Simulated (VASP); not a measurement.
# SrO (P6_3mc) in VASP: a series of runs, part 2 of 2

VASP 6.6.1. Earlier steps stand in the parts before.

## Step 3: Single point, LDA (all O atoms moved +0.188 Å, as atom 3 along Cartesian [0 0 1])

INCAR

```
ALGO = Normal
EDIFF = 1E-6
ENCUT = 520
GGA = CA
ISIF = 2
ISMEAR = 0
LASPH = T
LCHARG = F
LREAL = F
LWAVE = F
NBANDS = 24
NELM = 80
PREC = Accurate
SIGMA = 0.05
```

KPOINTS

```
k-points
0
Gamma
  9 9 4
```

POSCAR

```
SrO
1.0
    3.5532880902      0.0000000000      0.0000000000
   -1.7766440451      3.0772377531      0.0000000000
    0.0000000000      0.0000000000      6.2173039800
Sr O
2 2
Direct
    0.3333333333      0.6666666667      0.2500000000
    0.6666666667      0.3333333333      0.7500000000
    0.0000000000      0.0000000000      0.0301577662
    0.0000000000      0.0000000000      0.5301577662
```

Potentials or basis: VASP PAW LDA potentials, release 64 (Sr_sv, O).

Launch:

```console
cat potpaw_LDA.64/Sr_sv/POTCAR potpaw_LDA.64/O/POTCAR > POTCAR
mpirun -np 1 vasp_std > vasp.out
```

OUTCAR:

```text
EDIFF = 1E-6
   ENCUT = 520
   GGA = CA
   ISIF = 2
   ISMEAR = 0
   LASPH = T
   LREAL = F
   NELM = 80
   PREC = Accurate

 ion  position               nearest neighbor table
   1  0.333  0.667  0.250-   3 2.47   3 2.47   3 2.47   4 2.69   4 2.69   4 2.69   2 3.72   2 3.72
                             2 3.72   2 3.72   2 3.72   2 3.72
   2  0.667  0.333  0.750-   4 2.47   4 2.47   4 2.47   3 2.69   3 2.69   3 2.69   1 3.72   1 3.72
                             1 3.72   1 3.72   1 3.72   1 3.72
   3  0.000  0.000  0.030-   1 2.47   1 2.47   1 2.47   2 2.69   2 2.69   2 2.69
   4  0.000  0.000  0.530-   2 2.47   2 2.47   2 2.47   1 2.69   1 2.69   1 2.69

  LATTYP: Found a hexagonal cell.
 ALAT       =     3.5532880902
 C/A-ratio  =     1.7497325919

  Lattice vectors:

 A1 = (   3.5532880902,   0.0000000000,   0.0000000000)
 A2 = (  -1.7766440451,   3.0772377531,   0.0000000000)
 A3 = (   0.0000000000,   0.0000000000,   6.2173039800)

Analysis of symmetry for initial positions (statically):
[... 178 lines left out ...]
  energy without entropy =      -26.34264317  energy(sigma->0) =      -26.34264317

 E-fermi :   2.0052     XC(G=0): -10.5110

 val. band max:        1.7121956021   @ k =   0.0000   0.0000   0.0000
 cond. band min:       4.7505592711   @ k =   0.0000   0.0000   0.0000
 fundamental gap:      3.0383636690
 Fermi energy:         2.0051769672

 k-point     1 :       0.0000    0.0000    0.0000
  band No.  band energies     occupation
      1     -30.7666      2.00000
      2     -30.6536      2.00000
      3     -15.0046      2.00000
      4     -13.4962      2.00000
      5     -12.5270      2.00000
      6     -12.5270      2.00000
[... 637 lines left out ...]
     23      11.5980      0.00000
     24      11.5980      0.00000

 [... further k-points ...]

------------------------ aborting loop because EDIFF is reached ----------------------------------------

  FORCE on cell =-STRESS in cart. coord.  units (eV):
  Direction    XX          YY          ZZ          XY          YZ          ZX
  --------------------------------------------------------------------------------------
  -------------------------------------------------------------------------------------
  Total       -1.5156340     -1.5156340     -1.8670698      0.0000000     -0.0000000      0.0000000
  in kB      -35.7199916    -35.7199916    -44.0025208      0.0000000     -0.0000000      0.0000000
  external PRESSURE =     -38.4808346 kB  Pullay stress =       0.0000000 kB

 VOLUME and BASIS-vectors are now :
 -----------------------------------------------------------------------------
  energy-cutoff  :      520.00
  volume of cell :       67.98
      direct lattice vectors                 reciprocal lattice vectors
     3.553288090  0.000000000  0.000000000     0.281429475  0.162483383  0.000000000
    -1.776644045  3.077237753  0.000000000     0.000000000  0.324966766  0.000000000
     0.000000000  0.000000000  6.217303980     0.000000000  0.000000000  0.160841420

 POSITION                                       TOTAL-FORCE (eV/Angst)
 -----------------------------------------------------------------------------------
     -0.00000      2.05149      1.55433         0.000000     -0.000000      0.383935
      1.77664      1.02575      4.66298        -0.000000      0.000000      0.383935
      0.00000      0.00000      0.18750         0.000000     -0.000000     -0.383935
      0.00000      0.00000      3.29615        -0.000000      0.000000     -0.383935
 -----------------------------------------------------------------------------------
    total drift:                               -0.000000      0.000000      0.000396

  FREE ENERGIE OF THE ION-ELECTRON SYSTEM (eV)
  ---------------------------------------------------
  free  energy   TOTEN  =       -26.3426431697 eV

  energy  without entropy=      -26.3426431697  energy(sigma->0) =      -26.34264317
```

OSZICAR:

```text
N       E                     dE             d eps       ncg     rms          rms(c)
DAV:   1     0.168328001609E+03    0.16833E+03   -0.15903E+04  1728   0.126E+03
DAV:   2    -0.212550373449E+02   -0.18958E+03   -0.17967E+03  2408   0.288E+02
DAV:   3    -0.307196360505E+02   -0.94646E+01   -0.93981E+01  2568   0.577E+01
DAV:   4    -0.310197027257E+02   -0.30007E+00   -0.29992E+00  2384   0.790E+00
DAV:   5    -0.310226912124E+02   -0.29885E-02   -0.29884E-02  2368   0.840E-01    0.250E+01
DAV:   6    -0.267096710389E+02    0.43130E+01   -0.19546E+01  1880   0.248E+01    0.294E+01
DAV:   7    -0.265165797033E+02    0.19309E+00   -0.16432E+00  2496   0.719E+00    0.188E+01
DAV:   8    -0.263656053711E+02    0.15097E+00   -0.77791E-01  1816   0.547E+00    0.319E+00
DAV:   9    -0.263417555971E+02    0.23850E-01   -0.66557E-02  2544   0.183E+00    0.724E-01
DAV:  10    -0.263428271091E+02   -0.10715E-02   -0.77291E-03  2224   0.505E-01    0.251E-01
DAV:  11    -0.263426211299E+02    0.20598E-03   -0.15866E-03  2480   0.238E-01    0.701E-02
DAV:  12    -0.263426470611E+02   -0.25931E-04   -0.13952E-04  2224   0.646E-02    0.404E-02
DAV:  13    -0.263426432828E+02    0.37783E-05   -0.78348E-06  1920   0.198E-02    0.179E-02
DAV:  14    -0.263426431697E+02    0.11306E-06   -0.27123E-06  1840   0.976E-03
   1 F= -.26342643E+02 E0= -.26342643E+02  d E =-.108315E-18
```

Run time: 28 s. Hardware: 1 thread of Intel Xeon 6975P-C (Granite Rapids), shared host; peak memory 0.18 GiB.

Results:

| Quantity | Value |
| --- | --- |
| Free energy | -26.3426 eV |
| Pressure | -3.8 GPa |
| Largest force | 0.384 eV/Å |
| Band gap on the k mesh | 3.04 eV, direct |

Forces on the atoms (eV/Å):
```
Sr   0.000  0.000  0.384
Sr   0.000  0.000  0.384
O    0.000  0.000 -0.384
O    0.000  0.000 -0.384
```

Levels at points of the mesh, in eV from the valence-band top:
| k point | band 12 | band 13 | band 14 | band 15 | band 16 | band 17 | band 18 | band 19 | band 20 | band 21 |
| --- | --- | --- | --- | --- | --- | --- | --- | --- | --- | --- |
| (0.00, 0.00, 0.00) | -0.94 | -0.94 | -0.70 | -0.70 | 0.00 | 3.04 | 5.09 | 5.45 | 6.36 | 6.36 |
| (0.00, 0.00, 0.50) | -1.56 | -0.85 | -0.85 | -0.85 | -0.85 | 4.66 | 4.66 | 6.14 | 6.14 | 7.32 |

Caveat: the cell differs from its parent crystal (all O atoms moved +0.188 Å, as atom 3 along Cartesian [0 0 1]).
